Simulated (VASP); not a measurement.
# H6C16O in VASP: single point with PBE+D3(BJ)

Aim: the single point of H6C16O with PBE+D3(BJ).

Program: VASP 6.6.1. These are calculated values, not measurements. Logs are shortened: lines on timing, memory, paths and dates and some standing lists are left out, and cuts for length are marked.

## (1) The cell of the first run

The cell holds a slab with vacuum, 23 atoms: a = 5.049 Å, b = 5.049 Å, c = 14.676 Å, α = 90.00°, β = 90.00°, γ = 60.00°.

## (2) Single point, PBE+D3(BJ)

The input, INCAR:

```
SYSTEM = H6C16O
ALGO     = Normal         ! electronic algorithm
EDIFF    = 1E-7           ! SCF threshold, eV
ENCUT    = 520            ! plane-wave cutoff, eV
GGA      = PE             ! functional
ISIF     = 2              ! what is computed and relaxed
ISMEAR   = 0              ! smearing method
IVDW     = 12             ! dispersion correction
LASPH    = .True.         ! aspherical terms in the spheres
LCHARG   = .False.        ! write CHGCAR
LREAL    = Auto         
LWAVE    = .False.        ! write WAVECAR
NBANDS   = 55             ! bands
NELM     = 60             ! most SCF steps
PREC     = Accurate       ! precision mode
SIGMA    = 0.02           ! smearing width, eV
```

The input, KPOINTS:

```
k-points
0
Gamma
  3 3 1
  0 0 0
```

The input, POSCAR:

```
H6C16O
1.0
    5.0487420000      0.0000000000      0.0000000000
    2.5243710000      4.3723390000      0.0000000000
    0.0000000000      0.0000000000     14.6764260000
H C O
6 16 1
Direct
    0.1666667000      0.1666667000      0.0681365000
    0.6666667000      0.1666667000      0.0681365000
    0.1666667000      0.6666667000      0.0681365000
    0.6666667000      0.6666667000      0.0681365000
    0.3274222166      0.9973078501      0.4356609062
    1.0095306609      0.5121568002      0.3945711386
    0.1666667000      0.1666667000      0.1430866000
    0.6666667000      0.1666667000      0.1430866000
    0.1666667000      0.6666667000      0.1430866000
    0.6666667000      0.6666667000      0.1430866000
   -0.1666667000      0.3333333000      0.1781963000
    0.3333333000      0.3333333000      0.1781963000
   -0.1666667000      0.8333333000      0.1781963000
    0.3333333000      0.8333333000      0.1781963000
   -0.1622902160      0.3327508173      0.2918855053
    0.3377838243      0.3362660951      0.2845747990
   -0.1608970128      0.8361506778      0.2851340202
    0.3371619356      0.8348870430      0.2857737461
    0.0063613663      0.0013161955      0.3115801818
    0.5060089248      0.0020786123      0.3198143705
    0.0059903478      0.5045860712      0.3199762196
    0.5054400948      0.5025256660      0.3068577744
    0.5127174871      0.9988380654      0.4168544767
```

Potentials or basis: VASP PAW PBE potentials, release 64 (H, C, O).

Launch:

```console
$ cat potpaw_PBE.64/H/POTCAR potpaw_PBE.64/C/POTCAR potpaw_PBE.64/O/POTCAR > POTCAR
$ mpirun -np 1 vasp_std > vasp.out
```

OUTCAR:

```text
SYSTEM = H6C16O
   EDIFF = 1E-7
   ENCUT = 520
   GGA = PE
   ISIF = 2
   ISMEAR = 0
   IVDW = 12
   LASPH = .True.
   LREAL = Auto
   NELM = 60
   PREC = Accurate
 IVDW          = 12

 ion  position               nearest neighbor table
   1  0.167  0.167  0.068-   7 1.10
   2  0.667  0.167  0.068-   8 1.10
   3  0.167  0.667  0.068-   9 1.10
   4  0.667  0.667  0.068-  10 1.10
   5  0.327  0.997  0.436-  23 0.98
   6  0.010  0.512  0.395-  21 1.10
   7  0.167  0.167  0.143-   1 1.10  12 1.55  11 1.55  14 1.55
   8  0.667  0.167  0.143-   2 1.10  11 1.55  12 1.55  13 1.55
   9  0.167  0.667  0.143-   3 1.10  14 1.55  13 1.55  12 1.55
  10  0.667  0.667  0.143-   4 1.10  13 1.55  14 1.55  11 1.55
  11  0.833  0.333  0.178-   8 1.55   7 1.55  10 1.55  15 1.67
  12  0.333  0.333  0.178-   7 1.55   8 1.55   9 1.55  16 1.56
  13  0.833  0.833  0.178-  10 1.55   9 1.55   8 1.55  17 1.57
  14  0.333  0.833  0.178-   9 1.55  10 1.55   7 1.55  18 1.58
  15  0.838  0.333  0.292-  22 1.47  19 1.48  21 1.54  11 1.67
  16  0.338  0.336  0.285-  22 1.50  21 1.54  20 1.55  12 1.56
  17  0.839  0.836  0.285-  19 1.50  21 1.54  20 1.54  13 1.57
  18  0.337  0.835  0.286-  22 1.49  19 1.50  20 1.55  14 1.58
  19  0.006  0.001  0.312-  15 1.48  18 1.50  17 1.50
  20  0.506  0.002  0.320-  23 1.42  17 1.54  16 1.55  18 1.55
  21  0.006  0.505  0.320-   6 1.10  17 1.54  16 1.54  15 1.54
  22  0.505  0.503  0.307-  15 1.47  18 1.49  16 1.50
  23  0.513  0.999  0.417-   5 0.98  20 1.42

  LATTYP: Found a hexagonal cell.
 ALAT       =     5.0487421480
 C/A-ratio  =     2.9069470315

  Lattice vectors:

 A1 = (  -2.5243710000,  -4.3723390000,   0.0000000000)
 A2 = (   5.0487420000,   0.0000000000,   0.0000000000)
 A3 = (   0.0000000000,   0.0000000000,  14.6764260000)

Analysis of symmetry for initial positions (statically):
=====================================================================
 Subroutine PRICEL returns:
 Original cell was already a primitive cell.

 Routine SETGRP: Setting up the symmetry group for a
 hexagonal supercell.

 Subroutine GETGRP returns: Found  1 space group operations
 (whereof  1 operations were pure point group operations)
 out of a pool of 24 trial point group operations.

The static configuration has the point symmetry C_1 .

Analysis of symmetry for dynamics (positions and initial velocities):
=====================================================================
 Subroutine PRICEL returns:
 Original cell was already a primitive cell.

 Routine SETGRP: Setting up the symmetry group for a
 hexagonal supercell.

 Subroutine GETGRP returns: Found  1 space group operations
 (whereof  1 operations were pure point group operations)
 out of a pool of 24 trial point group operations.

The dynamic configuration has the point symmetry C_1 .

 Subroutine INISYM returns: Found  1 space group operations
 (whereof  1 operations are pure point group operations),
 and found     1 'primitive' translations

----------------------------------------------------------------------------------------

                                     Primitive cell

  volume of cell :     323.9793

  direct lattice vectors                    reciprocal lattice vectors
     5.048742000  0.000000000  0.000000000     0.198069143 -0.114355268  0.000000000
     2.524371000  4.372339000  0.000000000     0.000000000  0.228710537  0.000000000
     0.000000000  0.000000000 14.676426000     0.000000000  0.000000000  0.068136480

  length of vectors
     5.048742000  5.048742148 14.676426000     0.228710544  0.228710537  0.068136480

  position of ions in fractional coordinates (direct lattice)
     0.166666700  0.166666700  0.068136500
     0.666666700  0.166666700  0.068136500
     0.166666700  0.666666700  0.068136500
     0.666666700  0.666666700  0.068136500
     0.327422217  0.997307850  0.435660906
     0.009530661  0.512156800  0.394571139
[... 15 lines left out ...]
     0.505440095  0.502525666  0.306857774
     0.512717487  0.998838065  0.416854477

  ion indices of the primitive-cell ions
   primitive index   ion index
                 1           1
                 2           2
                 3           3
                 4           4
                 5           5
                 6           6
[... 15 lines left out ...]
                22          22
                23          23

----------------------------------------------------------------------------------------

 KPOINTS: k-points

Automatic generation of k-mesh.
 Grid dimensions read from file:
 generate k-points for:    3    3    1

 Generating k-lattice:

  Cartesian coordinates                     Fractional coordinates (reciprocal lattice)
     0.066023048 -0.038118423  0.000000000     0.333333333 -0.000000000  0.000000000
     0.000000000  0.076236846  0.000000000     0.000000000  0.333333333  0.000000000
     0.000000000  0.000000000  0.068136480     0.000000000  0.000000000  1.000000000

  Length of vectors
     0.076236848  0.076236846  0.068136480

  Shift w.r.t. Gamma in fractional coordinates (k-lattice)
     0.000000000  0.000000000  0.000000000

 Subroutine IBZKPT returns following result:
 ===========================================

 Found      5 irreducible k-points:

 Following reciprocal coordinates:
            Coordinates               Weight
  0.000000  0.000000  0.000000      1.000000
  0.333333  0.000000  0.000000      2.000000
  0.333333  0.333333  0.000000      2.000000
  0.000000  0.333333  0.000000      2.000000
 -0.333333  0.333333  0.000000      2.000000
   k-points           NKPTS =      5   k-points in BZ     NKDIM =      5   number of bands    NBANDS=     55
   number of dos      NEDOS =    301   number of ions     NIONS =     23
   total plane-waves  NPLWV = 179200
   dimension x,y,z NGX =    40 NGY =   40 NGZ =  112
   dimension x,y,z NGXF=    80 NGYF=   80 NGZF=  224
   ions per type =               6  16   1
   NGX,Y,Z   is equivalent  to a cutoff of  13.17, 13.17, 12.69 a.u.
   NGXF,Y,Z  is equivalent  to a cutoff of  26.34, 26.34, 25.37 a.u.
 SYSTEM =  H6C16O
   PREC   = accura    normal or accurate (medium, high low for compatibility)
   ISTART =      0    job   : 0-new  1-cont  2-samecut
   ICHARG =      2    charge: 1-file 2-atom 10-const
   ISPIN  =      1    spin polarized calculation?
   LNONCOLLINEAR =      F non collinear calculations
   LSORBIT =      F    spin-orbit coupling
   LASPH  =      T    aspherical Exc in radial PAW
   ENCUT  =  520.0 eV  38.22 Ry    6.18 a.u.   9.39  9.39 27.29*2*pi/ulx,y,z
   NELM   =     60;   NELMIN=  2; NELMDL= -5     # of ELM steps
   EDIFF  = 0.1E-06   stopping-criterion for ELM
   LREAL  =      T    real-space projection
   EDIFFG = 0.1E-05   stopping-criterion for IOM
   NSW    =      0    number of steps for IOM
   IBRION =     -1    ionic relax: 0-MD 1-quasi-New 2-CG
   NFREE  =      0    steps in history (QN), initial steepest desc. (CG)
   ISIF   =      2    stress and relaxation
   ISYM   =      2    0-nonsym 1-usesym 2-fastsym
   POTIM  = 0.5000    time-step for ionic-motion
   TEBEG  =    0.0;   TEEND  =   0.0 temperature during run
   PSTRESS=    0.0 pullay stress
   NELECT =      76.0000    total number of electrons
   NUPDOWN=      -1.0000    fix difference up-down
   EMIN   =  10.00;   EMAX   =-10.00  energy-range for DOS
   EFERMI =   0.00;   METHOD = LEGACY
   ISMEAR =     0;   SIGMA  =   0.02  broadening in eV -4-tet -1-fermi 0-gaus
   EFERMI_NEDOS =   21; number of points for ismear=-14 and -15
   IALGO  =     38    algorithm
   IMIX   =      4    mixing-type and parameters
     AMIX     =   0.40;   BMIX     =  1.00
     AMIX_MAG =   1.60;   BMIX_MAG =  1.00
  volume/ion in A,a.u.               =      14.09        95.06
  Fermi-wavevector in a.u.,A,eV,Ry     =   1.009656  1.907974 13.869861  1.019406
  Thomas-Fermi vector in A             =   2.142598
   LORBIT       =      0    0 simple, 1 ext, 2 COOP (PROOUT), +10 PAW based schemes
   GGA     = PE    functional components
   LHFCALC =     F    Hartree Fock is set to
   AEXX    =    0.0000 exact exchange contribution
   IVDW    =    12    specifies the selected vdW correction
   LEPSILON=     F    determine dielectric tensor
   LRPA    =     F    only Hartree local field effects (RPA)
 non-spin polarized calculation
 Gauss-broadening in eV      SIGMA  =   0.02
  energy-cutoff  :      520.00
  volume of cell :      323.98
 maximum number of plane-waves:      8731
 NGX is ok and might be reduce to    40
   NGX = 19   NGY = 19   NGZ = 55

 number of electron      76.0000003 magnetization

 Free energy of the ion-electron system (eV)
  ---------------------------------------------------
  ext. energy  EPLUGINS =         0.00000000
  ---------------------------------------------------
  free energy    TOTEN  =      -170.23608834 eV

  energy without entropy =     -170.23323737  energy(sigma->0) =     -170.23466286

 E-fermi :   0.8805     XC(G=0):  -5.7056

 val. band max:        0.8677154763   @ k =  -0.3333   0.3333   0.0000
 cond. band min:       0.8853072906   @ k =   0.0000   0.0000   0.0000
 fundamental gap:      0.0175918143
 Fermi energy:         0.8804850051

 k-point     1 :       0.0000    0.0000    0.0000
  band No.  band energies     occupation
      1     -21.3238      2.00000
      2     -19.9049      2.00000
      3     -17.1401      2.00000
      4     -14.9929      2.00000
      5     -14.8787      2.00000
      6     -14.8621      2.00000
[... 42 lines left out ...]
     49       6.7366      0.00000
     50       7.0839      0.00000

 k-point     2 :       0.3333    0.0000    0.0000
  band No.  band energies     occupation
      1     -21.2370      2.00000
      2     -19.3261      2.00000
      3     -17.4556      2.00000
      4     -16.5789      2.00000
      5     -15.6555      2.00000
      6     -15.5466      2.00000
[... 42 lines left out ...]
     49       7.3672      0.00000
     50       7.6556      0.00000

 k-point     3 :       0.3333    0.3333    0.0000
  band No.  band energies     occupation
      1     -21.2402      2.00000
      2     -19.3344      2.00000
      3     -17.4438      2.00000
      4     -16.5577      2.00000
      5     -15.6210      2.00000
      6     -15.5696      2.00000
[... 42 lines left out ...]
     49       7.4417      0.00000
     50       7.5315      0.00000

 k-point     4 :       0.0000    0.3333    0.0000
  band No.  band energies     occupation
      1     -21.2374      2.00000
      2     -19.3304      2.00000
      3     -17.4551      2.00000
      4     -16.5603      2.00000
      5     -15.6578      2.00000
      6     -15.5526      2.00000
[... 42 lines left out ...]
     49       7.3350      0.00000
     50       7.6086      0.00000

 k-point     5 :      -0.3333    0.3333    0.0000
  band No.  band energies     occupation
      1     -21.2014      2.00000
      2     -18.2453      2.00000
      3     -18.0939      2.00000
      4     -17.8880      2.00000
      5     -15.5743      2.00000
      6     -15.4299      2.00000
[... 42 lines left out ...]
     49       7.3382      0.00000
     50       7.5804      0.00000
 [bands above 50 left out]

------------------------ aborting loop because EDIFF is reached ----------------------------------------

 Edisp (eV)   -2.43660

 E8    (eV) :    -0.7115

  FORCE on cell =-STRESS in cart. coord.  units (eV):
  Direction    XX          YY          ZZ          XY          YZ          ZX
  --------------------------------------------------------------------------------------
  -------------------------------------------------------------------------------------
  Total      -1.50448     0.01742    -1.97544    -0.84185     0.00396    -0.08812
  in kB      -7.44013     0.08617    -9.76915    -4.16323     0.01959    -0.43578
  external pressure =       -5.71 kB  Pullay stress =        0.00 kB

 VOLUME and BASIS-vectors are now :
 -----------------------------------------------------------------------------
  energy-cutoff  :      520.00
  volume of cell :      323.98
      direct lattice vectors                 reciprocal lattice vectors
     5.048742000  0.000000000  0.000000000     0.198069143 -0.114355268  0.000000000
     2.524371000  4.372339000  0.000000000     0.000000000  0.228710537  0.000000000
     0.000000000  0.000000000 14.676426000     0.000000000  0.000000000  0.068136480

 POSITION                                       TOTAL-FORCE (eV/Angst)
 -----------------------------------------------------------------------------------
      1.26219      0.72872      1.00000        -0.092928      0.061460     -0.119562
      3.78656      0.72872      1.00000         0.051260      0.028843     -0.085628
      2.52437      2.91489      1.00000         0.013508      0.007068     -0.131772
      5.04874      2.91489      1.00000         0.014967     -0.103221     -0.143103
      4.17065      4.36057      6.39395        -0.085889      0.001257      0.071689
      1.34099      2.23932      5.79089         0.000126      0.004806      0.025898
[... 15 lines left out ...]
      3.82040      2.19721      4.50358        -0.002868      0.002261      0.024012
      5.11002      4.36726      6.11793         0.062430     -0.001463      0.101750
 -----------------------------------------------------------------------------------
    total drift:                               -0.018326     -0.025330     -0.039104

  FREE ENERGIE OF THE ION-ELECTRON SYSTEM (eV)
  ---------------------------------------------------
  free  energy   TOTEN  =      -172.6726843290 eV

  energy  without entropy=     -172.6698333637  energy(sigma->0) =     -172.67125885
```

Wall time 7.5 min (1 thread of AMD EPYC 7R43 (Zen 3), shared host); peak memory 0.38 GiB.

What came out:

* Free energy: -172.6727 eV
* Largest force: 1.838 eV/Å
* Band gap on the k mesh: 0.02 eV, indirect (least direct gap 0.29 eV)
* Dispersion energy per atom: -0.106 eV

Forces in eV/Å, atoms in the order of the input:
```
H   -0.093  0.061 -0.120
H    0.051  0.029 -0.086
H    0.014  0.007 -0.132
H    0.015 -0.103 -0.143
H   -0.086  0.001  0.072
H    0.000  0.005  0.026
C    0.097 -0.074  1.412
C   -0.002 -0.027  1.478
C   -0.011  0.023  1.278
C    0.012  0.111  1.324
C   -0.229 -0.044 -1.288
C   -0.160 -0.136 -1.183
C   -0.130 -0.052 -0.859
C    0.447  0.214 -1.770
C    0.016  0.010 -0.003
C   -0.017 -0.011 -0.004
C   -0.007 -0.010 -0.010
C    0.009 -0.001  0.005
C   -0.004 -0.003  0.021
C    0.019  0.003 -0.148
C   -0.001 -0.006  0.003
C   -0.003  0.002  0.024
O    0.062 -0.001  0.102
```

Caveat: the k points lie up to 0.48 Å⁻¹ apart.
